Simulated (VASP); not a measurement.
# MgH2 (P4_2/mnm) in VASP: settings compared

The runs below take MgH2 through relaxation of cell and atoms, single point, with PBE, HSE06.

Everything below comes from runs of VASP 6.6.1. Logs are shortened: lines on timing, memory, paths and dates and some standing lists are left out, and cuts for length are marked.

## Step 1: The cell of the first run

The structure is tetragonal, space group P4_2/mnm (No. 136). Conventional cell: a = 4.513 Å, b = 4.513 Å, c = 3.015 Å, α = 90.00°, β = 90.00°, γ = 90.00°. Mg (site symmetry mmm) has 6 H at 1.94 to 1.96 Å within 2.6 Å. Within 2.6 Å of H (site symmetry m2m) lie 3 Mg at 1.94 to 1.96 Å and 1 H at 2.50 Å.

## Step 2: Relaxation of cell and atoms, PBE

Contents of INCAR:

```
SYSTEM = MgH2
  ALGO = Normal
  EDIFF = 1E-7
  EDIFFG = -0.01
  ENCUT = 600
  GGA = PE
  IBRION = 2
  ISIF = 3
  ISMEAR = 0
  LASPH = .True.
  LCHARG = .False.
  LREAL = .False.
  LWAVE = .False.
  NELM = 100
  NSW = 100
  PREC = Accurate
  SIGMA = 0.02
```

Contents of KPOINTS:

```
k-points
0
Gamma
  6 6 8
  0 0 0
```

Contents of POSCAR:

```
MgH2
1.0
    4.5132730145      0.0000000000      0.0000000000
    0.0000000000      4.5132730145      0.0000000000
    0.0000000000      0.0000000000      3.0146103549
Mg H
2 4
Direct
    0.5000000000      0.5000000000      0.5000000000
    0.0000000000      0.0000000000      0.0000000000
    0.6956115929      0.6956115929      0.0000000000
    0.8043884071      0.1956115929      0.5000000000
    0.3043884071      0.3043884071      0.0000000000
    0.1956115929      0.8043884071      0.5000000000
```

Potentials or basis: VASP PAW PBE potentials, release 64 (Mg, H).

The run is started by

```
> cat potpaw_PBE.64/Mg/POTCAR potpaw_PBE.64/H/POTCAR > POTCAR
> mpirun -np 1 vasp_std > vasp.out
```

OUTCAR:

```text
SYSTEM = MgH2
   EDIFF = 1E-7
   EDIFFG = -0.01
   ENCUT = 600
   GGA = PE
   IBRION = 2
   ISIF = 3
   ISMEAR = 0
   LASPH = .True.
   LREAL = .False.
   NELM = 100
   NSW = 100
   PREC = Accurate

 ion  position               nearest neighbor table
   1  0.500  0.500  0.500-   4 1.94   6 1.94   5 1.96   3 1.96   3 1.96   5 1.96   2 3.53   2 3.53
                             2 3.53   2 3.53   2 3.53   2 3.53   2 3.53   2 3.53
   2  0.000  0.000  0.000-   3 1.94   5 1.94   4 1.96   6 1.96   4 1.96   6 1.96   1 3.53   1 3.53
                             1 3.53   1 3.53   1 3.53   1 3.53   1 3.53   1 3.53
   3  0.696  0.696  0.000-   2 1.94   1 1.96   1 1.96
   4  0.804  0.196  0.500-   1 1.94   2 1.96   2 1.96
   5  0.304  0.304  0.000-   2 1.94   1 1.96   1 1.96
   6  0.196  0.804  0.500-   1 1.94   2 1.96   2 1.96

  LATTYP: Found a simple tetragonal cell.
 ALAT       =     4.5132730145
 C/A-ratio  =     0.6679432743

  Lattice vectors:

 A1 = (   4.5132730145,   0.0000000000,   0.0000000000)
 A2 = (   0.0000000000,   4.5132730145,   0.0000000000)
 A3 = (   0.0000000000,   0.0000000000,   3.0146103549)

Analysis of symmetry for initial positions (statically):
=====================================================================
 Subroutine PRICEL returns:
 Original cell was already a primitive cell.

 Routine SETGRP: Setting up the symmetry group for a
 simple tetragonal supercell.

 Subroutine GETGRP returns: Found 16 space group operations
 (whereof  8 operations were pure point group operations)
 out of a pool of 16 trial point group operations.

The static configuration has the point symmetry D_2h.
 The point group associated with its full space group is D_4h.

Analysis of symmetry for dynamics (positions and initial velocities):
=====================================================================
 Subroutine PRICEL returns:
 Original cell was already a primitive cell.

 Routine SETGRP: Setting up the symmetry group for a
 simple tetragonal supercell.

 Subroutine GETGRP returns: Found 16 space group operations
 (whereof  8 operations were pure point group operations)
 out of a pool of 16 trial point group operations.

The dynamic configuration has the point symmetry D_2h.
 The point group associated with its full space group is D_4h.

 Subroutine INISYM returns: Found 16 space group operations
 (whereof  8 operations are pure point group operations),
 and found     1 'primitive' translations

----------------------------------------------------------------------------------------

                                     Primitive cell

  volume of cell :      61.4065

  direct lattice vectors                    reciprocal lattice vectors
     4.513273015  0.000000000  0.000000000     0.221568692  0.000000000  0.000000000
     0.000000000  4.513273015  0.000000000     0.000000000  0.221568692  0.000000000
     0.000000000  0.000000000  3.014610355     0.000000000  0.000000000  0.331717828

  length of vectors
     4.513273015  4.513273015  3.014610355     0.221568692  0.221568692  0.331717828

  position of ions in fractional coordinates (direct lattice)
     0.500000000  0.500000000  0.500000000
     0.000000000  0.000000000  0.000000000
     0.695611593  0.695611593  0.000000000
     0.804388407  0.195611593  0.500000000
     0.304388407  0.304388407  0.000000000
     0.195611593  0.804388407  0.500000000

  ion indices of the primitive-cell ions
   primitive index   ion index
                 1           1
                 2           2
                 3           3
                 4           4
                 5           5
                 6           6
[... 88 lines left out ...]
   EFERMI_NEDOS =   21; number of points for ismear=-14 and -15
   IALGO  =     38    algorithm
   IMIX   =      4    mixing-type and parameters
     AMIX     =   0.40;   BMIX     =  1.00
     AMIX_MAG =   1.60;   BMIX_MAG =  1.00
  volume/ion in A,a.u.               =      10.23        69.07
  Fermi-wavevector in a.u.,A,eV,Ry     =   0.829915  1.568311  9.371123  0.688758
  Thomas-Fermi vector in A             =   1.942543
   LORBIT       =      0    0 simple, 1 ext, 2 COOP (PROOUT), +10 PAW based schemes
   GGA     = PE    functional components
   LHFCALC =     F    Hartree Fock is set to
   AEXX    =    0.0000 exact exchange contribution
   IVDW    =     0    specifies the selected vdW correction
   LEPSILON=     F    determine dielectric tensor
   LRPA    =     F    only Hartree local field effects (RPA)
 conjugate gradient relaxation of ions
 non-spin polarized calculation
 Gauss-broadening in eV      SIGMA  =   0.02
  energy-cutoff  :      600.00
  volume of cell :       61.41
 maximum number of plane-waves:      2076
   NGX = 19   NGY = 19   NGZ = 13

--------------------------------------- Ionic step        1  -------------------------------------------

 number of electron       8.0000003 magnetization

 Free energy of the ion-electron system (eV)
  ---------------------------------------------------
  ext. energy  EPLUGINS =         0.00000000
  ---------------------------------------------------
  free energy    TOTEN  =       -17.65488209 eV

  energy without entropy =      -17.65488209  energy(sigma->0) =      -17.65488209

------------------------ aborting loop because EDIFF is reached ----------------------------------------

  FORCE on cell =-STRESS in cart. coord.  units (eV):
  Direction    XX          YY          ZZ          XY          YZ          ZX
  --------------------------------------------------------------------------------------
  -------------------------------------------------------------------------------------
  Total       -0.0382154     -0.0382154     -0.1062119     -0.0000000      0.0000000      0.0000000
  in kB       -0.9970898     -0.9970898     -2.7712089     -0.0000000      0.0000000      0.0000000
  external PRESSURE =      -1.5884629 kB  Pullay stress =       0.0000000 kB

 VOLUME and BASIS-vectors are now :
 -----------------------------------------------------------------------------
  energy-cutoff  :      600.00
  volume of cell :       61.41
      direct lattice vectors                 reciprocal lattice vectors
     4.513273015  0.000000000  0.000000000     0.221568692  0.000000000  0.000000000
     0.000000000  4.513273015  0.000000000     0.000000000  0.221568692  0.000000000
     0.000000000  0.000000000  3.014610355     0.000000000  0.000000000  0.331717828

 POSITION                                       TOTAL-FORCE (eV/Angst)
 -----------------------------------------------------------------------------------
      2.25664      2.25664      1.50731        -0.000000      0.000000      0.000000
      0.00000      0.00000      0.00000        -0.000000      0.000000      0.000000
      3.13949      3.13949      0.00000        -0.001029     -0.001029      0.000000
      3.63042      0.88285      1.50731         0.001029     -0.001029      0.000000
      1.37379      1.37379      0.00000         0.001029      0.001029      0.000000
      0.88285      3.63042      1.50731        -0.001029      0.001029      0.000000
 -----------------------------------------------------------------------------------
    total drift:                                0.000000      0.000000      0.000000

  FREE ENERGIE OF THE ION-ELECTRON SYSTEM (eV)
  ---------------------------------------------------
  free  energy   TOTEN  =       -17.6548820899 eV

  energy  without entropy=      -17.6548820899  energy(sigma->0) =      -17.65488209

--------------------------------------- Ionic step        2  -------------------------------------------

 number of electron       8.0000003 magnetization

 Free energy of the ion-electron system (eV)
  ---------------------------------------------------
  ext. energy  EPLUGINS =         0.00000000
  ---------------------------------------------------
  free energy    TOTEN  =       -17.65496882 eV

  energy without entropy =      -17.65496882  energy(sigma->0) =      -17.65496882

 E-fermi :  -0.4650     XC(G=0):  -8.4035

 val. band max:       -0.6016702388   @ k =   0.1667   0.1667   0.1250
 cond. band min:       3.2004600222   @ k =   0.3333   0.3333   0.5000
 fundamental gap:      3.8021302609
 Fermi energy:        -0.4649995391

 k-point     1 :       0.0000    0.0000    0.0000
  band No.  band energies     occupation
      1      -7.0310      2.00000
      2      -2.0520      2.00000
      3      -2.0520      2.00000
      4      -1.0382      2.00000
      5       4.1394      0.00000
      6       4.4216      0.00000
      7       8.5584      0.00000
      8       8.5584      0.00000
[... 243 lines left out ...]
 k-point    24 :       0.5000    0.0000    0.2500
  band No.  band energies     occupation
      1      -4.5686      2.00000
      2      -4.5686      2.00000
      3      -0.9100      2.00000
      4      -0.9100      2.00000
      5       5.2435      0.00000
      6       5.2435      0.00000
      7       6.7025      0.00000
      8       6.7025      0.00000

 [... further k-points ...]

------------------------ aborting loop because EDIFF is reached ----------------------------------------

  FORCE on cell =-STRESS in cart. coord.  units (eV):
  Direction    XX          YY          ZZ          XY          YZ          ZX
  --------------------------------------------------------------------------------------
  -------------------------------------------------------------------------------------
  Total       -0.0160564     -0.0160564     -0.0553195     -0.0000000      0.0000000      0.0000000
  in kB       -0.4195488     -0.4195488     -1.4454801     -0.0000000      0.0000000      0.0000000
  external PRESSURE =      -0.7615259 kB  Pullay stress =       0.0000000 kB

 VOLUME and BASIS-vectors are now :
 -----------------------------------------------------------------------------
  energy-cutoff  :      600.00
  volume of cell :       61.32
      direct lattice vectors                 reciprocal lattice vectors
     4.511886228  0.000000000  0.000000000     0.221636794  0.000000000  0.000000000
    -0.000000000  4.511886228  0.000000000     0.000000000  0.221636794  0.000000000
     0.000000000  0.000000000  3.012035906     0.000000000  0.000000000  0.332001354

 POSITION                                       TOTAL-FORCE (eV/Angst)
 -----------------------------------------------------------------------------------
      2.25594      2.25594      1.50602        -0.000000      0.000000      0.000000
      4.51189      0.00000      0.00000        -0.000000      0.000000      0.000000
      3.13847      3.13847      0.00000        -0.000106     -0.000106      0.000000
      3.62936      0.88253      1.50602         0.000106     -0.000106      0.000000
      1.37342      1.37342      0.00000         0.000106      0.000106     -0.000000
      0.88253      3.62936      1.50602        -0.000106      0.000106      0.000000
 -----------------------------------------------------------------------------------
    total drift:                                0.000000      0.000000      0.000000

  FREE ENERGIE OF THE ION-ELECTRON SYSTEM (eV)
  ---------------------------------------------------
  free  energy   TOTEN  =       -17.6549688178 eV

  energy  without entropy=      -17.6549688178  energy(sigma->0) =      -17.65496882

 reached required accuracy - stopping structural energy minimisation
```

It took 12 s on 1 thread of Intel Xeon 6975P-C (Granite Rapids), shared host; peak memory 0.19 GiB.

What came out:

| Item | Value |
| --- | --- |
| Free energy | -17.6550 eV |
| Relaxed volume | 10.22 Å³/atom |
| Relaxed cell | a = 4.512 Å, b = 4.512 Å, c = 3.012 Å, α = 90.00°, β = 90.00°, γ = 90.00° |
| Space group after relaxing (to 0.05 Å) | P4_2/mnm (No. 136) |
| Energy gained by relaxing | 0.0 meV/atom |
| Ionic steps | 2 |
| Pressure after relaxing | -0.1 GPa |
| Band gap on the k mesh | 3.80 eV, indirect (least direct gap 4.55 eV) |

Final structure:
```
Mg H
1.0
     4.51189    0.00000    0.00000
     0.00000    4.51189    0.00000
     0.00000    0.00000    3.01204
Mg H
2 4
Direct
  0.50000 0.50000 0.50000
  0.00000 0.00000 0.00000
  0.69560 0.69560 0.00000
  0.80440 0.19560 0.50000
  0.30440 0.30440 0.00000
  0.19560 0.80440 0.50000
```

A k mesh can miss the band edges. Expect the measured gap to be larger: semilocal functionals such as PBE lack the derivative discontinuity.

## Step 3: Single point, HSE06

Contents of POSCAR:

```
MgH2
1.0
    4.5170125583      0.0000000000      0.0000000000
    0.0000000000      4.5170125583      0.0000000000
    0.0000000000      0.0000000000      3.0128675426
Mg H
2 4
Direct
    0.5000000000      0.5000000000      0.5000000000
    0.0000000000      0.0000000000      0.0000000000
    0.6956845851      0.6956845851      0.0000000000
    0.8043154149      0.1956845851      0.5000000000
    0.3043154149      0.3043154149      0.0000000000
    0.1956845851      0.8043154149      0.5000000000
```

Contents of INCAR.step1:

```
SYSTEM = MgH2
  PREC = Accurate
  ENCUT = 520
  EDIFF = 1E-5
  ISMEAR = 0
  SIGMA = 0.02
  LREAL = .FALSE.
  LASPH = .TRUE.
  NELM = 80
  ALGO = Normal
  ISIF = 2
  LWAVE = .TRUE.
  LCHARG = .FALSE.
  GGA = PE
  NBANDS = 13
```

Contents of INCAR.step2:

```
SYSTEM = MgH2
  PREC = Accurate
  ENCUT = 520
  EDIFF = 1E-7
  ISMEAR = 0
  SIGMA = 0.02
  LREAL = .FALSE.
  LASPH = .TRUE.
  NELM = 80
  ALGO = Normal
  ISIF = 2
  LWAVE = .FALSE.
  LCHARG = .FALSE.
  GGA = PE
  LHFCALC = .TRUE.
  HFSCREEN = 0.2079
  PRECFOCK = Fast
  ISTART = 1
  NBANDS = 13
```

Contents of KPOINTS:

```
regular mesh
0
G
  4 4 6
  0 0 0
```

Potentials or basis: VASP PAW PBE potentials, release 64 (Mg, H).

The run is started by

```
> cat potpaw_PBE.64/Mg/POTCAR potpaw_PBE.64/H/POTCAR > POTCAR
> cp INCAR.step1 INCAR
> mpirun -np 1 vasp_std > vasp.out
> cp INCAR.step2 INCAR
> mpirun -np 1 vasp_std > vasp.out
```

Run time: 2.2 min. Hardware: 1 thread of Intel Xeon 6975P-C (Granite Rapids), shared host; peak memory 0.28 GiB.

Results (log left out):

```yaml
Free_energy: -20.0113 eV
Pressure: -1.2 GPa
Largest_force: 0.013 eV/Å
Band_gap_on_the_k_mesh: 4.98 eV, indirect (least direct gap 5.82 eV)
```

Forces in eV/Å, atoms in the order of the input:
```
Mg   0.000  0.000  0.000
Mg   0.000  0.000  0.000
H   -0.009 -0.009  0.000
H    0.009 -0.009  0.000
H    0.009  0.009  0.000
H   -0.009  0.009  0.000
```

Stress tensor (GPa, compression positive):
```
-1.08  0.00  0.00
 0.00 -1.08  0.00
 0.00  0.00 -1.40
```

Levels at points of the mesh, in eV from the valence-band top:
```tsv
k point	band 1	band 2	band 3	band 4	band 5	band 6	band 7	band 8	band 9
(0.00, 0.00, 0.00)	-7.03	-1.57	-1.57	-0.39	5.78	6.16	10.47	10.47	12.34
(0.50, 0.00, 0.00)	-5.24	-5.24	-0.53	-0.53	6.47	6.47	11.41	11.41	13.26
(0.50, 0.50, 0.00)	-4.05	-4.05	-2.94	-2.94	10.44	10.44	10.51	10.51	14.67
(0.00, 0.00, 0.50)	-3.23	-3.23	-0.06	-0.06	7.57	7.57	8.03	8.03	10.06
(0.50, 0.00, 0.50)	-2.44	-2.44	-1.09	-1.09	6.31	6.31	8.02	8.02	9.99
(0.50, 0.50, 0.50)	-2.03	-2.03	-1.00	-1.00	4.98	4.98	5.26	5.26	14.52
```

Caveat: the PAW data sets were made with another functional, which shifts forces and pressure a little.
